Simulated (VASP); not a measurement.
# Sn (Immm) in VASP: a series of runs

Sn is run at these levels: PBEsol; tasks: single point.

Everything below comes from runs of VASP 6.6.1. Logs are shortened: lines on timing, memory, paths and dates and some standing lists are left out, and cuts for length are marked.

### 1 The cell of the first run

Symmetry: Immm, No. 71, orthorhombic system. Conventional cell: a = 3.331 Å, b = 3.535 Å, c = 4.467 Å, α = 90.00°, β = 90.00°, γ = 90.00°. Within 4.3 Å of Sn (site symmetry mmm) lie 12 Sn at 3.30 to 3.54 Å.

### 2 Single point, PBEsol

Contents of INCAR:

```
SYSTEM = Sn
ALGO = Normal ; EDIFF = 1E-6
ENCUT = 520 ; GGA = PS
ISIF = 2 ; ISMEAR = -1
LASPH = .True. ; LCHARG = .False.
LREAL = .False. ; LWAVE = .False.
NBANDS = 13 ; NELM = 100
PREC = Accurate ; SIGMA = 0.1
```

Contents of KPOINTS:

```
k-points
0
Gamma
  8 8 8
  0 0 0
```

Contents of POSCAR:

```
Sn
1.0
   -1.6656646843      1.7676220617      2.2336292710
    1.6656646843     -1.7676220617      2.2336292710
    1.6656646843      1.7676220617     -2.2336292710
Sn
1
Direct
    0.0033238040     -0.0009931105     -0.0019548735
```

Potentials or basis: VASP PAW PBE potentials, release 64 (Sn_d).

Launch:

```
$ cat potpaw_PBE.64/Sn_d/POTCAR > POTCAR
$ mpirun -np 1 vasp_std > vasp.out
```

OUTCAR:

```text
SYSTEM = Sn
   EDIFF = 1E-6
   ENCUT = 520
   GGA = PS
   ISIF = 2
   ISMEAR = -1
   LASPH = .True.
   LREAL = .False.
   NELM = 100
   PREC = Accurate

 ion  position               nearest neighbor table
   1  0.003  0.999  0.998-

  LATTYP: Found a body centered orthorhombic cell.
 ALAT       =     3.3313293686
 B/A-ratio  =     1.0612112260
 C/A-ratio  =     1.3409837478

  Lattice vectors:

 A1 = (  -1.6656646843,   1.7676220617,   2.2336292710)
 A2 = (   1.6656646843,  -1.7676220617,   2.2336292710)
 A3 = (   1.6656646843,   1.7676220617,  -2.2336292710)

Analysis of symmetry for initial positions (statically):
=====================================================================
 Subroutine PRICEL returns:
 Original cell was already a primitive cell.

 Routine SETGRP: Setting up the symmetry group for a
 body centered orthorhombic supercell.

 Subroutine GETGRP returns: Found  8 space group operations
 (whereof  1 operations were pure point group operations)
 out of a pool of  8 trial point group operations.

The static configuration has the point symmetry C_1 .
 The point group associated with its full space group is D_2h.

Analysis of symmetry for dynamics (positions and initial velocities):
=====================================================================
 Subroutine PRICEL returns:
 Original cell was already a primitive cell.

 Routine SETGRP: Setting up the symmetry group for a
 body centered orthorhombic supercell.

 Subroutine GETGRP returns: Found  8 space group operations
 (whereof  1 operations were pure point group operations)
 out of a pool of  8 trial point group operations.

The dynamic configuration has the point symmetry C_1 .
 The point group associated with its full space group is D_2h.

 Subroutine INISYM returns: Found  8 space group operations
 (whereof  1 operations are pure point group operations),
 and found     1 'primitive' translations

----------------------------------------------------------------------------------------

                                     Primitive cell

  volume of cell :      26.3056

  direct lattice vectors                    reciprocal lattice vectors
    -1.665664684  1.767622062  2.233629271     0.000000000  0.282865897  0.223850935
     1.665664684 -1.767622062  2.233629271     0.300180465  0.000000000  0.223850935
     1.665664684  1.767622062 -2.233629271     0.300180465  0.282865897  0.000000000

  length of vectors
     3.299700943  3.299700943  3.299700943     0.360724766  0.374456343  0.412457789

  position of ions in fractional coordinates (direct lattice)
     0.003323804  0.999006890  0.998045127

  ion indices of the primitive-cell ions
   primitive index   ion index
                 1           1

----------------------------------------------------------------------------------------

 KPOINTS: k-points

Automatic generation of k-mesh.
 Grid dimensions read from file:
 generate k-points for:    8    8    8

 Generating k-lattice:

  Cartesian coordinates                     Fractional coordinates (reciprocal lattice)
     0.000000000  0.035358237  0.027981367     0.125000000  0.000000000  0.000000000
     0.037522558  0.000000000  0.027981367     0.000000000  0.125000000 -0.000000000
     0.037522558  0.035358237  0.000000000     0.000000000 -0.000000000  0.125000000

  Length of vectors
     0.045090596  0.046807043  0.051557224

  Shift w.r.t. Gamma in fractional coordinates (k-lattice)
     0.000000000  0.000000000  0.000000000

 Subroutine IBZKPT returns following result:
 ===========================================

 Found     95 irreducible k-points:

 Following reciprocal coordinates:
            Coordinates               Weight
  0.000000  0.000000  0.000000      1.000000
  0.125000  0.000000  0.000000      4.000000
  0.250000  0.000000  0.000000      4.000000
  0.375000  0.000000 -0.000000      4.000000
  0.500000  0.000000  0.000000      2.000000
  0.000000  0.125000  0.000000      4.000000
[... 16 lines left out ...]
  0.125000  0.375000  0.000000      8.000000
  0.250000  0.375000  0.000000      8.000000
 [... further k-points ...]
   k-points           NKPTS =     95   k-points in BZ     NKDIM =     95   number of bands    NBANDS=     13
   number of dos      NEDOS =    301   number of ions     NIONS =      1
   total plane-waves  NPLWV =  21952
   dimension x,y,z NGX =    28 NGY =   28 NGZ =   28
   dimension x,y,z NGXF=    56 NGYF=   56 NGZF=   56
   ions per type =               1
   NGX,Y,Z   is equivalent  to a cutoff of  14.11, 14.11, 14.11 a.u.
   NGXF,Y,Z  is equivalent  to a cutoff of  28.21, 28.21, 28.21 a.u.
 SYSTEM =  Sn
   PREC   = accura    normal or accurate (medium, high low for compatibility)
   ISTART =      0    job   : 0-new  1-cont  2-samecut
   ICHARG =      2    charge: 1-file 2-atom 10-const
   ISPIN  =      1    spin polarized calculation?
   LNONCOLLINEAR =      F non collinear calculations
   LSORBIT =      F    spin-orbit coupling
   LASPH  =      T    aspherical Exc in radial PAW
   ENCUT  =  520.0 eV  38.22 Ry    6.18 a.u.   6.14  6.14  6.14*2*pi/ulx,y,z
   NELM   =    100;   NELMIN=  2; NELMDL= -5     # of ELM steps
   EDIFF  = 0.1E-05   stopping-criterion for ELM
   LREAL  =      F    real-space projection
   EDIFFG = 0.1E-04   stopping-criterion for IOM
   NSW    =      0    number of steps for IOM
   IBRION =     -1    ionic relax: 0-MD 1-quasi-New 2-CG
   NFREE  =      0    steps in history (QN), initial steepest desc. (CG)
   ISIF   =      2    stress and relaxation
   ISYM   =      2    0-nonsym 1-usesym 2-fastsym
   POTIM  = 0.5000    time-step for ionic-motion
   TEBEG  =    0.0;   TEEND  =   0.0 temperature during run
   PSTRESS=    0.0 pullay stress
   NELECT =      14.0000    total number of electrons
   NUPDOWN=      -1.0000    fix difference up-down
   EMIN   =  10.00;   EMAX   =-10.00  energy-range for DOS
   EFERMI =   0.00;   METHOD = LEGACY
   ISMEAR =    -1;   SIGMA  =   0.10  broadening in eV -4-tet -1-fermi 0-gaus
   EFERMI_NEDOS =   21; number of points for ismear=-14 and -15
   IALGO  =     38    algorithm
   IMIX   =      4    mixing-type and parameters
     AMIX     =   0.40;   BMIX     =  1.00
     AMIX_MAG =   1.60;   BMIX_MAG =  1.00
  volume/ion in A,a.u.               =      26.31       177.52
  Fermi-wavevector in a.u.,A,eV,Ry     =   1.326686  2.507073 23.947557  1.760096
  Thomas-Fermi vector in A             =   2.456054
   LORBIT       =      0    0 simple, 1 ext, 2 COOP (PROOUT), +10 PAW based schemes
   GGA     = PS    functional components
   LHFCALC =     F    Hartree Fock is set to
   AEXX    =    0.0000 exact exchange contribution
   IVDW    =     0    specifies the selected vdW correction
   LEPSILON=     F    determine dielectric tensor
   LRPA    =     F    only Hartree local field effects (RPA)
 non-spin polarized calculation
  energy-cutoff  :      520.00
  volume of cell :       26.31
 maximum number of plane-waves:       724
 NGX is ok and might be reduce to    28
   NGX = 13   NGY = 13   NGZ = 13

 number of electron      14.0000001 magnetization

 Free energy of the ion-electron system (eV)
  ---------------------------------------------------
  ext. energy  EPLUGINS =         0.00000000
  ---------------------------------------------------
  free energy    TOTEN  =        -4.26099520 eV

  energy without entropy =       -4.24803846  energy(sigma->0) =       -4.25451683

 E-fermi :   8.5051     XC(G=0): -10.6560

 val. band max:        8.4925181953   @ k =   0.2500  -0.2500   0.2500
 cond. band min:       8.5990566052   @ k =   0.2500  -0.2500   0.2500
 fundamental gap:      0.1065384099
 Fermi energy:         8.5050767070

 k-point     1 :       0.0000    0.0000    0.0000
  band No.  band energies     occupation
      1     -13.1273      2.00000
      2     -13.0961      2.00000
      3     -13.0649      2.00000
      4     -13.0342      2.00000
      5     -12.9750      2.00000
      6      -3.0197      2.00000
      7      15.8032      0.00000
      8      16.0684      0.00000
      9      17.0594      0.00000
     10      19.3061      0.00000
     11      19.6758      0.00000
     12      20.4577      0.00000
     13      21.1554      0.00000

 k-point     2 :       0.1250    0.0000    0.0000
  band No.  band energies     occupation
      1     -13.1163      2.00000
      2     -13.0851      2.00000
      3     -13.0669      2.00000
      4     -13.0266      2.00000
      5     -12.9767      2.00000
      6      -2.7008      2.00000
      7      12.9964      0.00000
      8      15.8057      0.00000
      9      16.3835      0.00000
     10      18.7437      0.00000
     11      20.5692      0.00000
     12      21.5854      0.00000
     13      21.8734      0.00000

 k-point     3 :       0.2500    0.0000    0.0000
  band No.  band energies     occupation
      1     -13.0994      2.00000
      2     -13.0825      2.00000
      3     -13.0709      2.00000
      4     -12.9838      2.00000
      5     -12.9731      2.00000
      6      -1.7440      2.00000
      7       9.0427      0.00920
      8      15.2753      0.00000
      9      15.5260      0.00000
     10      18.4703      0.00000
     11      20.1786      0.00000
     12      20.3461      0.00000
     13      22.2927      0.00000
[... 305 lines left out ...]
 k-point    23 :       0.1250    0.3750    0.0000
  band No.  band energies     occupation
      1     -13.1150      2.00000
      2     -13.0841      2.00000
      3     -13.0332      2.00000
      4     -12.9428      2.00000
      5     -12.9266      2.00000
      6       1.0795      2.00000
      7       5.2065      2.00000
      8      10.9251      0.00000
      9      13.9561      0.00000
     10      17.8541      0.00000
     11      18.8023      0.00000
     12      21.3848      0.00000
     13      22.1708      0.00000

 k-point    24 :       0.2500    0.3750    0.0000
  band No.  band energies     occupation
      1     -13.1237      2.00000
      2     -13.0388      2.00000
      3     -13.0060      2.00000
      4     -12.9736      2.00000
      5     -12.9356      2.00000
      6       2.4561      2.00000
      7       5.1507      2.00000
      8       7.8215      1.99785
      9      12.7664      0.00000
     10      16.3523      0.00000
     11      20.9520      0.00000
     12      24.6650      0.00000
     13      25.1583      0.00000

 [... further k-points ...]

------------------------ aborting loop because EDIFF is reached ----------------------------------------

  FORCE on cell =-STRESS in cart. coord.  units (eV):
  Direction    XX          YY          ZZ          XY          YZ          ZX
  --------------------------------------------------------------------------------------
  -------------------------------------------------------------------------------------
  Total        0.0747062      0.0192762     -0.0222808      0.0000000      0.0000000      0.0000000
  in kB        4.5500787      1.1740412     -1.3570404      0.0000000      0.0000000      0.0000000
  external PRESSURE =       1.4556932 kB  Pullay stress =       0.0000000 kB

 VOLUME and BASIS-vectors are now :
 -----------------------------------------------------------------------------
  energy-cutoff  :      520.00
  volume of cell :       26.31
      direct lattice vectors                 reciprocal lattice vectors
    -1.665664684  1.767622062  2.233629271     0.000000000  0.282865897  0.223850935
     1.665664684 -1.767622062  2.233629271     0.300180465  0.000000000  0.223850935
     1.665664684  1.767622062 -2.233629271     0.300180465  0.282865897  0.000000000

 POSITION                                       TOTAL-FORCE (eV/Angst)
 -----------------------------------------------------------------------------------
      3.32088      0.00418      0.00957         0.000000      0.000000      0.000000
 -----------------------------------------------------------------------------------
    total drift:                               -0.000014      0.000009      0.000018

  FREE ENERGIE OF THE ION-ELECTRON SYSTEM (eV)
  ---------------------------------------------------
  free  energy   TOTEN  =        -4.2609951969 eV

  energy  without entropy=       -4.2480384560  energy(sigma->0) =       -4.25451683
```

Wall time 29 s (1 thread of Intel Xeon 6975P-C, shared host); peak memory 0.17 GiB.

What came out:

```
Free energy            : -4.2610 eV
Pressure               : 0.1 GPa
Band gap on the k mesh : zero (band 7 reaches 15.80 eV, above the bottom of band 8 at 6.63 eV)
```

Caveat: the PAW data sets were made with another functional, which shifts forces and pressure a little; spin-orbit coupling is left out, which moves the levels of the heavy elements.

(Part 1 of 2 ends here.)
